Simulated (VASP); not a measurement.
# Ti3Se (P-6m2) in VASP: notebook

Runs on Ti3Se. Level: PBEsol. Tasks: single point.

Everything below comes from runs of VASP 6.6.1. Logs are shortened: lines on timing, memory, paths and dates and some standing lists are left out, and cuts for length are marked.

### Step 1. The cell of the first run

The structure is hexagonal, space group P-6m2 (No. 187). Conventional cell: a = 3.240 Å, b = 3.240 Å, c = 8.047 Å, α = 90.00°, β = 90.00°, γ = 120.00°. Se (site symmetry -6m2) has 6 Ti at 2.61 Å and 6 Se at 3.24 Å within 3.4 Å. Within 3.8 Å of Ti (site symmetry -6m2) lie 12 Ti at 2.88 to 3.24 Å. Within 3.4 Å of Ti (site symmetry 3m) lie 3 Se at 2.61 Å and 9 Ti at 2.88 to 3.24 Å.

### Step 2. Single point, PBEsol (volume scaled by 1.04)

INCAR

```
SYSTEM = Ti3Se
PREC = Accurate
ENCUT = 520
EDIFF = 1E-6
ISMEAR = -1
SIGMA = 0.05
LREAL = .FALSE.
LASPH = .TRUE.
NELM = 100
ALGO = Normal
ISIF = 2
LWAVE = .FALSE.
LCHARG = .FALSE.
GGA = PS
NBANDS = 29
```

KPOINTS

```
Automatic mesh
0
G
  10 10 4
  0 0 0
```

POSCAR

```
Ti3Se
1.0
    3.2395220766      0.0000000000      0.0000000000
   -1.6197610383      2.8055084145      0.0000000000
    0.0000000000      0.0000000000      8.0472667889
Se Ti
1 3
Direct
    0.0000000000      0.0000000000      0.0000000000
    0.6666666667      0.3333333333      0.5000000000
    0.3333333333      0.6666666667      0.7729020000
    0.3333333333      0.6666666667      0.2270980000
```

Potentials or basis: VASP PAW PBE potentials, release 64 (Se, Ti_sv).

Command:

```sh
cat potpaw_PBE.64/Se/POTCAR potpaw_PBE.64/Ti_sv/POTCAR > POTCAR
mpirun -np 1 vasp_std > vasp.out
```

OUTCAR:

```text
SYSTEM = Ti3Se
   PREC = Accurate
   ENCUT = 520
   EDIFF = 1E-6
   ISMEAR = -1
   LREAL = .FALSE.
   LASPH = .TRUE.
   NELM = 100
   ISIF = 2
   GGA = PS

 ion  position               nearest neighbor table
   1  0.000  0.000  0.000-   3 2.61   4 2.61   3 2.61   4 2.61   3 2.61   4 2.61
   2  0.667  0.333  0.500-   3 2.88   4 2.88   3 2.88   4 2.88   3 2.88   4 2.88
   3  0.333  0.667  0.773-   1 2.61   1 2.61   1 2.61   2 2.88   2 2.88   2 2.88
   4  0.333  0.667  0.227-   1 2.61   1 2.61   1 2.61   2 2.88   2 2.88   2 2.88

  LATTYP: Found a hexagonal cell.
 ALAT       =     3.2395220766
 C/A-ratio  =     2.4840907389

  Lattice vectors:

 A1 = (   3.2395220766,   0.0000000000,   0.0000000000)
 A2 = (  -1.6197610383,   2.8055084145,   0.0000000000)
 A3 = (   0.0000000000,   0.0000000000,   8.0472667889)

Analysis of symmetry for initial positions (statically):
=====================================================================
 Subroutine PRICEL returns:
 Original cell was already a primitive cell.

 Routine SETGRP: Setting up the symmetry group for a
 hexagonal supercell.

 Subroutine GETGRP returns: Found 12 space group operations
 (whereof 12 operations were pure point group operations)
 out of a pool of 24 trial point group operations.

The static configuration has the point symmetry D_3h.

Analysis of symmetry for dynamics (positions and initial velocities):
=====================================================================
 Subroutine PRICEL returns:
 Original cell was already a primitive cell.

 Routine SETGRP: Setting up the symmetry group for a
 hexagonal supercell.

 Subroutine GETGRP returns: Found 12 space group operations
 (whereof 12 operations were pure point group operations)
 out of a pool of 24 trial point group operations.

The dynamic configuration has the point symmetry D_3h.

 Subroutine INISYM returns: Found 12 space group operations
 (whereof 12 operations are pure point group operations),
 and found     1 'primitive' translations

----------------------------------------------------------------------------------------

                                     Primitive cell

  volume of cell :      73.1376

  direct lattice vectors                    reciprocal lattice vectors
     3.239522077  0.000000000  0.000000000     0.308687509  0.178220816  0.000000000
    -1.619761038  2.805508415  0.000000000     0.000000000  0.356441633  0.000000000
[... 82 lines left out ...]
   ICHARG =      2    charge: 1-file 2-atom 10-const
   ISPIN  =      1    spin polarized calculation?
   LNONCOLLINEAR =      F non collinear calculations
   LSORBIT =      F    spin-orbit coupling
   LASPH  =      T    aspherical Exc in radial PAW
   ENCUT  =  520.0 eV  38.22 Ry    6.18 a.u.   6.02  6.02 14.96*2*pi/ulx,y,z
   NELM   =    100;   NELMIN=  2; NELMDL= -5     # of ELM steps
   EDIFF  = 0.1E-05   stopping-criterion for ELM
   LREAL  =      F    real-space projection
   EDIFFG = 0.1E-04   stopping-criterion for IOM
   NSW    =      0    number of steps for IOM
   IBRION =     -1    ionic relax: 0-MD 1-quasi-New 2-CG
   NFREE  =      0    steps in history (QN), initial steepest desc. (CG)
   ISIF   =      2    stress and relaxation
   ISYM   =      2    0-nonsym 1-usesym 2-fastsym
   POTIM  = 0.5000    time-step for ionic-motion
   TEBEG  =    0.0;   TEEND  =   0.0 temperature during run
   PSTRESS=    0.0 pullay stress
   NELECT =      42.0000    total number of electrons
   NUPDOWN=      -1.0000    fix difference up-down
   EMIN   =  10.00;   EMAX   =-10.00  energy-range for DOS
   EFERMI =   0.00;   METHOD = LEGACY
   ISMEAR =    -1;   SIGMA  =   0.05  broadening in eV -4-tet -1-fermi 0-gaus
   EFERMI_NEDOS =   21; number of points for ismear=-14 and -15
   IALGO  =     38    algorithm
   IMIX   =      4    mixing-type and parameters
     AMIX     =   0.40;   BMIX     =  1.00
     AMIX_MAG =   1.60;   BMIX_MAG =  1.00
  volume/ion in A,a.u.               =      18.28       123.39
  Fermi-wavevector in a.u.,A,eV,Ry     =   1.360748  2.571440 25.193016  1.851634
  Thomas-Fermi vector in A             =   2.487383
   LORBIT       =      0    0 simple, 1 ext, 2 COOP (PROOUT), +10 PAW based schemes
   GGA     = PS    functional components
   LHFCALC =     F    Hartree Fock is set to
   AEXX    =    0.0000 exact exchange contribution
   IVDW    =     0    specifies the selected vdW correction
   LEPSILON=     F    determine dielectric tensor
   LRPA    =     F    only Hartree local field effects (RPA)
 non-spin polarized calculation
  energy-cutoff  :      520.00
  volume of cell :       73.14
 maximum number of plane-waves:      1994
   NGX = 13   NGY = 13   NGZ = 29

 number of electron      41.9999983 magnetization

 Free energy of the ion-electron system (eV)
  ---------------------------------------------------
  ext. energy  EPLUGINS =         0.00000000
  ---------------------------------------------------
  free energy    TOTEN  =       -30.79978454 eV

  energy without entropy =      -30.77426456  energy(sigma->0) =      -30.78702455

 E-fermi :   7.5145     XC(G=0): -11.2956

 val. band max:        7.4560693030   @ k =   0.4000   0.2000   0.2500
 cond. band min:       7.5178917657   @ k =   0.1000   0.1000   0.0000
 fundamental gap:      0.0618224627
 Fermi energy:         7.5144913283

 k-point     1 :       0.0000    0.0000    0.0000
  band No.  band energies     occupation
      1     -49.3713      2.00000
      2     -49.3561      2.00000
      3     -49.2020      2.00000
      4     -25.9187      2.00000
      5     -25.8424      2.00000
      6     -25.5827      2.00000
[... 757 lines left out ...]
     28       9.9988      0.00000
     29      10.1747      0.00000

 [... further k-points ...]
[... 5 lines left out ...]
  --------------------------------------------------------------------------------------
  -------------------------------------------------------------------------------------
  Total       -3.5538058     -3.5538058     -4.0350538      0.0000000      0.0000000      0.0000000
  in kB      -77.8508503    -77.8508503    -88.3932271      0.0000000      0.0000000      0.0000000
  external PRESSURE =     -81.3649759 kB  Pullay stress =       0.0000000 kB

 VOLUME and BASIS-vectors are now :
 -----------------------------------------------------------------------------
  energy-cutoff  :      520.00
  volume of cell :       73.14
      direct lattice vectors                 reciprocal lattice vectors
     3.239522077  0.000000000  0.000000000     0.308687509  0.178220816  0.000000000
    -1.619761038  2.805508415  0.000000000     0.000000000  0.356441633  0.000000000
     0.000000000  0.000000000  8.047266789     0.000000000  0.000000000  0.124265794

 POSITION                                       TOTAL-FORCE (eV/Angst)
 -----------------------------------------------------------------------------------
      0.00000      0.00000      0.00000         0.000000      0.000000      0.000000
      1.61976      0.93517      4.02363         0.000000      0.000000      0.000000
     -0.00000      1.87034      6.21975        -0.000000     -0.000000      0.176931
     -0.00000      1.87034      1.82752         0.000000     -0.000000     -0.176931
 -----------------------------------------------------------------------------------
    total drift:                                0.000000     -0.000000     -0.000000

  FREE ENERGIE OF THE ION-ELECTRON SYSTEM (eV)
  ---------------------------------------------------
  free  energy   TOTEN  =       -30.7997845424 eV

  energy  without entropy=      -30.7742645640  energy(sigma->0) =      -30.78702455
```

OSZICAR:

```text
N       E                     dE             d eps       ncg     rms          rms(c)
DAV:   1     0.513322586829E+03    0.51332E+03   -0.21458E+04  2436   0.171E+03
DAV:   2     0.305099958763E+02   -0.48281E+03   -0.47291E+03  2471   0.513E+02
DAV:   3    -0.292997677073E+02   -0.59810E+02   -0.58464E+02  4225   0.151E+02
DAV:   4    -0.350577153277E+02   -0.57579E+01   -0.57343E+01  3552   0.426E+01
DAV:   5    -0.353811115838E+02   -0.32340E+00   -0.32317E+00  3583   0.909E+00    0.156E+01
DAV:   6    -0.314299794916E+02    0.39511E+01   -0.27811E+01  3549   0.423E+01    0.668E+00
DAV:   7    -0.326266930127E+02   -0.11967E+01   -0.19040E+01  4161   0.234E+01    0.138E+01
DAV:   8    -0.308268356097E+02    0.17999E+01   -0.18632E+01  3705   0.139E+01    0.256E+00
DAV:   9    -0.307948865737E+02    0.31949E-01   -0.55195E-01  3430   0.422E+00    0.116E+00
DAV:  10    -0.308025470546E+02   -0.76605E-02   -0.82737E-02  3414   0.208E+00    0.590E-01
DAV:  11    -0.307995880721E+02    0.29590E-02   -0.32206E-02  3627   0.181E+00    0.119E-01
DAV:  12    -0.307998122232E+02   -0.22415E-03   -0.15501E-03  3084   0.367E-01    0.501E-02
DAV:  13    -0.307997905265E+02    0.21697E-04   -0.38092E-04  3977   0.156E-01    0.246E-02
DAV:  14    -0.307997862746E+02    0.42518E-05   -0.64557E-05  3611   0.501E-02    0.110E-02
DAV:  15    -0.307997842274E+02    0.20472E-05   -0.87624E-06  2865   0.288E-02    0.422E-03
DAV:  16    -0.307997845424E+02   -0.31495E-06   -0.83146E-07  1787   0.102E-02
   1 F= -.30799785E+02 E0= -.30787025E+02  d E =-.255200E-01
```

Run time: 51 s. Hardware: 1 thread of Intel Xeon Platinum 8375C at 2.90GHz (Ice Lake), shared host; peak memory 0.22 GiB.

Results:

```
Free energy            : -30.7998 eV
Pressure               : -8.1 GPa
Largest force          : 0.177 eV/Å
Band gap on the k mesh : zero (band 21 reaches 7.90 eV, above the bottom of band 22 at 7.35 eV)
```

Forces in eV/Å, atoms in the order of the input:
```
Se   0.000  0.000  0.000
Ti   0.000  0.000  0.000
Ti   0.000  0.000  0.177
Ti   0.000  0.000 -0.177
```

Stress tensor (GPa, compression positive):
```
-7.79  0.00  0.00
 0.00 -7.79  0.00
 0.00  0.00 -8.84
```

Caveat: the PAW data sets were made with another functional, which shifts forces and pressure a little.

### Step 3. Single point, PBEsol (volume scaled by 1.06)

INCAR

```
SYSTEM = Ti3Se
PREC = Accurate ; ENCUT = 520
EDIFF = 1E-6 ; ISMEAR = -1
SIGMA = 0.05 ; LREAL = .False.
LASPH = .True. ; NELM = 100
ALGO = Normal ; ISIF = 2
LWAVE = .False. ; LCHARG = .False.
GGA = PS ; NBANDS = 29
```

KPOINTS

```
regular mesh
0
Gamma
  10 10 4
  0 0 0
```

POSCAR

```
Ti3Se
1.0
    3.2601565315      0.0000000000      0.0000000000
   -1.6300782658      2.8233783766      0.0000000000
    0.0000000000      0.0000000000      8.0985246472
Se Ti
1 3
Direct
    0.0000000000      0.0000000000      0.0000000000
    0.6666666667      0.3333333333      0.5000000000
    0.3333333333      0.6666666667      0.7729020000
    0.3333333333      0.6666666667      0.2270980000
```

Potentials or basis: VASP PAW PBE potentials, release 64 (Se, Ti_sv).

Command:

```sh
cat potpaw_PBE.64/Se/POTCAR potpaw_PBE.64/Ti_sv/POTCAR > POTCAR
mpirun -np 1 vasp_std > vasp.out
```

Wall time 56 s (1 thread of Intel Xeon Platinum 8375C at 2.90GHz (Ice Lake), shared host); peak memory 0.22 GiB.

The run converged. Its results:

```yaml
Free_energy: -30.7215 eV
Pressure: -9.7 GPa
Largest_force: 0.221 eV/Å
Band_gap_on_the_k_mesh: zero (band 21 reaches 7.70 eV, above the bottom of band 22 at 7.16 eV)
```

Forces on the atoms (eV/Å):
```
Se   0.000  0.000  0.000
Ti   0.000  0.000  0.000
Ti   0.000  0.000  0.221
Ti   0.000  0.000 -0.221
```

Stress tensor (GPa, compression positive):
```
 -9.29   0.00   0.00
  0.00  -9.29   0.00
  0.00   0.00 -10.66
```

Levels at points of the mesh, in eV from the Fermi level:
```tsv
k point	band 17	band 18	band 19	band 20	band 21	band 22	band 23	band 24	band 25	band 26
(0.00, 0.00, 0.00)	-1.31	-1.31	-0.23	0.16	0.16	0.30	0.30	0.83	1.00	1.30
(0.50, 0.00, 0.00)	-1.98	-1.66	-1.46	-0.68	-0.43	0.19	0.73	0.79	2.12	2.29
(0.00, 0.00, 0.50)	-1.38	-1.38	-0.60	0.38	0.38	0.48	0.57	0.57	0.94	0.94
(0.50, 0.00, 0.50)	-1.96	-1.45	-1.44	-0.87	-0.79	0.51	0.79	0.93	1.14	2.32
```

Caveat: the PAW data sets were made with another functional, which shifts forces and pressure a little.
